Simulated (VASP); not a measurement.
# Ti (P6_3/mmc) in VASP: further runs

The runs below take Ti through single point, with r2SCAN.

All numbers are computed with VASP 6.6.1; they aren't measurements. Logs are shortened: lines on timing, memory, paths and dates and some standing lists are left out, and cuts for length are marked.

### 1 The cell of the first run

The structure is hexagonal, space group P6_3/mmc (No. 194). Conventional cell: a = 3.105 Å, b = 3.105 Å, c = 4.686 Å, α = 90.00°, β = 90.00°, γ = 120.00°. Within 3.9 Å of Ti (site symmetry -6m2) lie 12 Ti at 2.95 to 3.10 Å.

### 2 Single point, r2SCAN (strain +0.0525 x Voigt [1, 1, 0, 0, 0, 0])

File POSCAR:

```
Ti
1.0
    3.1048727481      0.0000000000      0.0000000000
   -1.5524363740      2.6888986753      0.0000000000
    0.0000000000      0.0000000000      4.6860000000
Ti
2
Direct
    0.3333333333      0.6666666667      0.2500000000
    0.6666666667      0.3333333333      0.7500000000
```

File INCAR.step1:

```
  PREC = Accurate
  ENCUT = 520
  ISMEAR = 0
  SIGMA = 0.15
  LREAL = F
  LASPH = T
  NELM = 80
  NBANDS = 19
  GGA = PE
  ALGO = Normal
  EDIFF = 1E-4
  LWAVE = T
  LCHARG = F
```

File INCAR.step2:

```
  PREC = Accurate
  ENCUT = 520
  EDIFF = 1E-6
  ISMEAR = 0
  SIGMA = 0.15
  LREAL = F
  LASPH = T
  NELM = 80
  ALGO = Normal
  ISIF = 2
  LWAVE = F
  LCHARG = F
  METAGGA = R2SCAN
  LMIXTAU = T
  NBANDS = 19
  ISTART = 1
```

File KPOINTS:

```
regular mesh
0
Gamma
  18 18 10
```

Potentials or basis: VASP PAW PBE potentials, release 64 (Ti_sv).

Command:

```console
$ cat potpaw_PBE.64/Ti_sv/POTCAR > POTCAR
$ cp INCAR.step1 INCAR
$ mpirun -np 1 vasp_std > vasp.out
$ cp INCAR.step2 INCAR
$ mpirun -np 1 vasp_std > vasp.out
```

OUTCAR:

```text
PREC = Accurate
   ENCUT = 520
   EDIFF = 1E-6
   ISMEAR = 0
   LREAL = F
   LASPH = T
   NELM = 80
   ISIF = 2
   METAGGA = R2SCAN
   ISTART = 1

 ion  position               nearest neighbor table
   1  0.333  0.667  0.250-
   2  0.667  0.333  0.750-

  LATTYP: Found a hexagonal cell.
 ALAT       =     3.1048727481
 C/A-ratio  =     1.5092405970

  Lattice vectors:

 A1 = (   3.1048727481,   0.0000000000,   0.0000000000)
 A2 = (  -1.5524363740,   2.6888986753,   0.0000000000)
 A3 = (   0.0000000000,   0.0000000000,   4.6860000000)

Analysis of symmetry for initial positions (statically):
=====================================================================
 Subroutine PRICEL returns:
 Original cell was already a primitive cell.

 Routine SETGRP: Setting up the symmetry group for a
 hexagonal supercell.

 Subroutine GETGRP returns: Found 24 space group operations
 (whereof 12 operations were pure point group operations)
 out of a pool of 24 trial point group operations.

The static configuration has the point symmetry D_3d.
 The point group associated with its full space group is D_6h.

Analysis of symmetry for dynamics (positions and initial velocities):
=====================================================================
 Subroutine PRICEL returns:
 Original cell was already a primitive cell.

 Routine SETGRP: Setting up the symmetry group for a
 hexagonal supercell.

 Subroutine GETGRP returns: Found 24 space group operations
 (whereof 12 operations were pure point group operations)
 out of a pool of 24 trial point group operations.

The dynamic configuration has the point symmetry D_3d.
 The point group associated with its full space group is D_6h.

 Subroutine INISYM returns: Found 24 space group operations
 (whereof 12 operations are pure point group operations),
 and found     1 'primitive' translations

----------------------------------------------------------------------------------------

                                     Primitive cell

  volume of cell :      39.1220

  direct lattice vectors                    reciprocal lattice vectors
     3.104872748  0.000000000  0.000000000     0.322074391  0.185949736  0.000000000
    -1.552436374  2.688898675  0.000000000     0.000000000  0.371899473  0.000000000
     0.000000000  0.000000000  4.686000000     0.000000000  0.000000000  0.213401622

  length of vectors
     3.104872748  3.104872748  4.686000000     0.371899473  0.371899473  0.213401622

  position of ions in fractional coordinates (direct lattice)
     0.333333333  0.666666667  0.250000000
     0.666666667  0.333333333  0.750000000

  ion indices of the primitive-cell ions
   primitive index   ion index
                 1           1
                 2           2

----------------------------------------------------------------------------------------

 KPOINTS: regular mesh

Automatic generation of k-mesh.
 Grid dimensions read from file:
 generate k-points for:   18   18   10

 Generating k-lattice:

  Cartesian coordinates                     Fractional coordinates (reciprocal lattice)
     0.017893022  0.010330541  0.000000000     0.055555556  0.000000000  0.000000000
     0.000000000  0.020661082  0.000000000     0.000000000  0.055555556  0.000000000
     0.000000000  0.000000000  0.021340162     0.000000000  0.000000000  0.100000000

  Length of vectors
     0.020661082  0.020661082  0.021340162

  Shift w.r.t. Gamma in fractional coordinates (k-lattice)
     0.000000000  0.000000000  0.000000000

 Subroutine IBZKPT returns following result:
 ===========================================

 Found    222 irreducible k-points:

 Following reciprocal coordinates:
            Coordinates               Weight
  0.000000  0.000000  0.000000      1.000000
  0.055556  0.000000  0.000000      6.000000
  0.111111  0.000000  0.000000      6.000000
  0.166667  0.000000  0.000000      6.000000
  0.222222  0.000000  0.000000      6.000000
  0.277778  0.000000  0.000000      6.000000
[... 16 lines left out ...]
  0.333333  0.111111  0.000000     12.000000
  0.388889  0.111111  0.000000     12.000000
 [... further k-points ...]
   k-points           NKPTS =    222   k-points in BZ     NKDIM =    222   number of bands    NBANDS=     19
   number of dos      NEDOS =    301   number of ions     NIONS =      2
   total plane-waves  NPLWV =  20736
   dimension x,y,z NGX =    24 NGY =   24 NGZ =   36
   dimension x,y,z NGXF=    48 NGYF=   48 NGZF=   72
   ions per type =               2
   NGX,Y,Z   is equivalent  to a cutoff of  12.85, 12.85, 12.77 a.u.
   NGXF,Y,Z  is equivalent  to a cutoff of  25.70, 25.70, 25.54 a.u.
 SYSTEM =  unknown system
   PREC   = accura    normal or accurate (medium, high low for compatibility)
   ISTART =      1    job   : 0-new  1-cont  2-samecut
   ICHARG =      0    charge: 1-file 2-atom 10-const
   ISPIN  =      1    spin polarized calculation?
   LNONCOLLINEAR =      F non collinear calculations
   LSORBIT =      F    spin-orbit coupling
   LASPH  =      T    aspherical Exc in radial PAW
   ENCUT  =  520.0 eV  38.22 Ry    6.18 a.u.   5.77  5.77  8.71*2*pi/ulx,y,z
   NELM   =     80;   NELMIN=  2; NELMDL=  0     # of ELM steps
   EDIFF  = 0.1E-05   stopping-criterion for ELM
   LREAL  =      F    real-space projection
   EDIFFG = 0.1E-04   stopping-criterion for IOM
   NSW    =      0    number of steps for IOM
   IBRION =     -1    ionic relax: 0-MD 1-quasi-New 2-CG
   NFREE  =      0    steps in history (QN), initial steepest desc. (CG)
   ISIF   =      2    stress and relaxation
   ISYM   =      2    0-nonsym 1-usesym 2-fastsym
   POTIM  = 0.5000    time-step for ionic-motion
   TEBEG  =    0.0;   TEEND  =   0.0 temperature during run
   PSTRESS=    0.0 pullay stress
   NELECT =      24.0000    total number of electrons
   NUPDOWN=      -1.0000    fix difference up-down
   EMIN   =  10.00;   EMAX   =-10.00  energy-range for DOS
   EFERMI =   0.00;   METHOD = LEGACY
   ISMEAR =     0;   SIGMA  =   0.15  broadening in eV -4-tet -1-fermi 0-gaus
   EFERMI_NEDOS =   21; number of points for ismear=-14 and -15
   IALGO  =     38    algorithm
   IMIX   =      4    mixing-type and parameters
     AMIX     =   0.40;   BMIX     =  1.00
     AMIX_MAG =   1.60;   BMIX_MAG =  1.00
  volume/ion in A,a.u.               =      19.56       132.00
  Fermi-wavevector in a.u.,A,eV,Ry     =   1.391036  2.628677 26.327021  1.934981
  Thomas-Fermi vector in A             =   2.514914
   LORBIT       =      0    0 simple, 1 ext, 2 COOP (PROOUT), +10 PAW based schemes
   METAGGA = R2SCAN    functional components
   LHFCALC =     F    Hartree Fock is set to
   AEXX    =    0.0000 exact exchange contribution
   IVDW    =     0    specifies the selected vdW correction
   LEPSILON=     F    determine dielectric tensor
   LRPA    =     F    only Hartree local field effects (RPA)
 non-spin polarized calculation
 Gauss-broadening in eV      SIGMA  =   0.15
  energy-cutoff  :      520.00
  volume of cell :       39.12
 maximum number of plane-waves:      1070
 NGX is ok and might be reduce to    24
   NGX = 11   NGY = 11   NGZ = 17

 number of electron      23.9999997 magnetization

 Free energy of the ion-electron system (eV)
  ---------------------------------------------------
  ext. energy  EPLUGINS =         0.00000000
  ---------------------------------------------------
  free energy    TOTEN  =       -25.72664319 eV

  energy without entropy =      -25.70446994  energy(sigma->0) =      -25.71555656

 E-fermi :   7.2029     XC(G=0): -11.7983

 val. band max:        7.1959411061   @ k =   0.3333   0.2778   0.3000
 cond. band min:       7.2066696856   @ k =   0.1667   0.0000   0.0000
 fundamental gap:      0.0107285795
 Fermi energy:         7.2029119367

 k-point     1 :       0.0000    0.0000    0.0000
  band No.  band energies     occupation
      1     -52.2950      2.00000
      2     -52.1902      2.00000
      3     -27.7578      2.00000
      4     -27.2921      2.00000
      5     -27.2920      2.00000
      6     -27.2102      2.00000
[... 11 lines left out ...]
     18       8.5745      0.00000
     19      10.0969      0.00000

 k-point     2 :       0.0556    0.0000    0.0000
  band No.  band energies     occupation
      1     -52.2931      2.00000
      2     -52.1899      2.00000
      3     -27.7530      2.00000
      4     -27.3003      2.00000
      5     -27.2952      2.00000
      6     -27.2128      2.00000
[... 11 lines left out ...]
     18       8.5310      0.00000
     19      10.1230      0.00000

 k-point     3 :       0.1111    0.0000    0.0000
  band No.  band energies     occupation
      1     -52.2878      2.00000
      2     -52.1887      2.00000
      3     -27.7386      2.00000
      4     -27.3241      2.00000
      5     -27.3041      2.00000
      6     -27.2345      2.00000
[... 11 lines left out ...]
     18       8.6140      0.00000
     19      10.1896      0.00000

 k-point     4 :       0.1667    0.0000    0.0000
  band No.  band energies     occupation
      1     -52.2795      2.00000
      2     -52.1872      2.00000
      3     -27.7157      2.00000
      4     -27.3608      2.00000
      5     -27.3173      2.00000
      6     -27.2724      2.00000
[... 11 lines left out ...]
     18       8.8217      0.00000
     19      10.2740      0.00000

 k-point     5 :       0.2222    0.0000    0.0000
  band No.  band energies     occupation
      1     -52.2688      2.00000
      2     -52.1856      2.00000
      3     -27.6856      2.00000
      4     -27.4064      2.00000
      5     -27.3330      2.00000
      6     -27.3179      2.00000
[... 11 lines left out ...]
     18       9.0895      0.00000
     19      10.3571      0.00000
[... 334 lines left out ...]
      2     -52.1844      2.00000
      3     -27.6387      2.00000
      4     -27.4525      2.00000
      5     -27.4066      2.00000
      6     -27.3312      2.00000
[... 11 lines left out ...]
     18       9.6810      0.00000
     19      10.4104      0.00000

 k-point    22 :       0.2778    0.1111    0.0000
  band No.  band energies     occupation
      1     -52.2413      2.00000
      2     -52.1847      2.00000
      3     -27.6015      2.00000
      4     -27.4967      2.00000
      5     -27.4307      2.00000
      6     -27.3587      2.00000
[... 11 lines left out ...]
     18      10.0521      0.00000
     19      10.4541      0.00000

 k-point    23 :       0.3333    0.1111    0.0000
  band No.  band energies     occupation
      1     -52.2306      2.00000
      2     -52.1860      2.00000
      3     -27.5651      2.00000
      4     -27.5333      2.00000
      5     -27.4491      2.00000
      6     -27.3817      2.00000
[... 11 lines left out ...]
     18      10.4428      0.00000
     19      10.4851      0.00000

 k-point    24 :       0.3889    0.1111    0.0000
  band No.  band energies     occupation
      1     -52.2225      2.00000
      2     -52.1880      2.00000
      3     -27.5572      2.00000
      4     -27.5355      2.00000
      5     -27.4608      2.00000
      6     -27.3968      2.00000
[... 11 lines left out ...]
     18      10.5033      0.00000
     19      10.8441      0.00000

 [... further k-points ...]

------------------------ aborting loop because EDIFF is reached ----------------------------------------

  FORCE on cell =-STRESS in cart. coord.  units (eV):
  Direction    XX          YY          ZZ          XY          YZ          ZX
  --------------------------------------------------------------------------------------
  -------------------------------------------------------------------------------------
  Total       -3.1102915     -3.1102915     -2.0049206     -0.0000000      0.0000000      0.0000000
  in kB     -127.3770403   -127.3770403    -82.1083325     -0.0000000      0.0000000      0.0000000
  external PRESSURE =    -112.2874710 kB  Pullay stress =       0.0000000 kB

 VOLUME and BASIS-vectors are now :
 -----------------------------------------------------------------------------
  energy-cutoff  :      520.00
  volume of cell :       39.12
      direct lattice vectors                 reciprocal lattice vectors
     3.104872748  0.000000000  0.000000000     0.322074391  0.185949736  0.000000000
    -1.552436374  2.688898675  0.000000000     0.000000000  0.371899473  0.000000000
     0.000000000  0.000000000  4.686000000     0.000000000  0.000000000  0.213401622

 POSITION                                       TOTAL-FORCE (eV/Angst)
 -----------------------------------------------------------------------------------
     -0.00000      1.79260      1.17150         0.000000     -0.000000      0.000000
      1.55244      0.89630      3.51450        -0.000000      0.000000      0.000000
 -----------------------------------------------------------------------------------
    total drift:                                0.000000     -0.000000      0.000000

  FREE ENERGIE OF THE ION-ELECTRON SYSTEM (eV)
  ---------------------------------------------------
  free  energy   TOTEN  =       -25.7266431875 eV

  energy  without entropy=      -25.7044699365  energy(sigma->0) =      -25.71555656
```

Run time: 13 min. Hardware: 1 thread of AMD EPYC 7R13 (Zen 3), shared host; peak memory 0.22 GiB.

Results:

| Item | Value |
| --- | --- |
| Free energy | -25.7266 eV |
| Pressure | -11.2 GPa |
| Band gap on the k mesh | zero (band 12 reaches 7.92 eV, above the bottom of band 13 at 6.80 eV) |

Caveat: the cell differs from its parent crystal (strain +0.0525 x Voigt [1, 1, 0, 0, 0, 0]); the PAW data sets were made with another functional, which shifts forces and pressure a little.

### 3 Single point, r2SCAN (strain +0.0600 x Voigt [1, 1, 0, 0, 0, 0])

File POSCAR:

```
Ti
1.0
    3.1269977320      0.0000000000      0.0000000000
   -1.5634988660      2.7080594735      0.0000000000
    0.0000000000      0.0000000000      4.6860000000
Ti
2
Direct
    0.3333333333      0.6666666667      0.2500000000
    0.6666666667      0.3333333333      0.7500000000
```

File INCAR.step1:

```
PREC = Accurate
ENCUT = 520
ISMEAR = 0
SIGMA = 0.15
LREAL = False
LASPH = True
NELM = 60
NBANDS = 19
GGA = PE
ALGO = Normal
EDIFF = 1E-4
LWAVE = True
LCHARG = False
```

File INCAR.step2:

```
PREC = Accurate
ENCUT = 520
EDIFF = 1E-6
ISMEAR = 0
SIGMA = 0.15
LREAL = False
LASPH = True
NELM = 60
ALGO = Normal
ISIF = 2
LWAVE = False
LCHARG = False
METAGGA = R2SCAN
LMIXTAU = True
NBANDS = 19
ISTART = 1
```

File KPOINTS:

```
Automatic mesh
0
Gamma
  18 18 10
```

Potentials or basis: VASP PAW PBE potentials, release 64 (Ti_sv).

Command:

```console
$ cat potpaw_PBE.64/Ti_sv/POTCAR > POTCAR
$ cp INCAR.step1 INCAR
$ mpirun -np 1 vasp_std > vasp.out
$ cp INCAR.step2 INCAR
$ mpirun -np 1 vasp_std > vasp.out
```

It took 14 min on 1 thread of AMD EPYC 7R13 (Zen 3), shared host; peak memory 0.22 GiB.

It converged, with:

* Free energy: -25.6803 eV
* Pressure: -12.2 GPa
* Band gap on the k mesh: zero (band 12 reaches 7.77 eV, above the bottom of band 13 at 6.66 eV)

Stress tensor (GPa, compression positive):
```
-13.91   0.00   0.00
  0.00 -13.91   0.00
  0.00   0.00  -8.86
```

Levels at points of the mesh, in eV from the Fermi level:
```
           k point  band 8  band 9  band 10  band 11  band 12  band 13  band 14  band 15  band 16  band 17
(0.00, 0.00, 0.00)  -34.44   -6.30    -2.51     0.70     0.70     0.75     1.13     1.22     1.22     1.32
(0.50, 0.00, 0.00)  -34.48   -2.45    -1.97    -1.56    -1.13     0.32     0.73     1.27     2.80     3.06
(0.00, 0.00, 0.50)  -34.49   -4.41    -4.41     0.25     0.25     0.54     0.54     0.54     0.54     2.57
(0.50, 0.00, 0.50)  -34.55   -2.35    -2.35    -0.68    -0.68     0.90     0.90     1.48     1.48     2.97
```

Caveat: the cell differs from its parent crystal (strain +0.0600 x Voigt [1, 1, 0, 0, 0, 0]); the PAW data sets were made with another functional, which shifts forces and pressure a little.
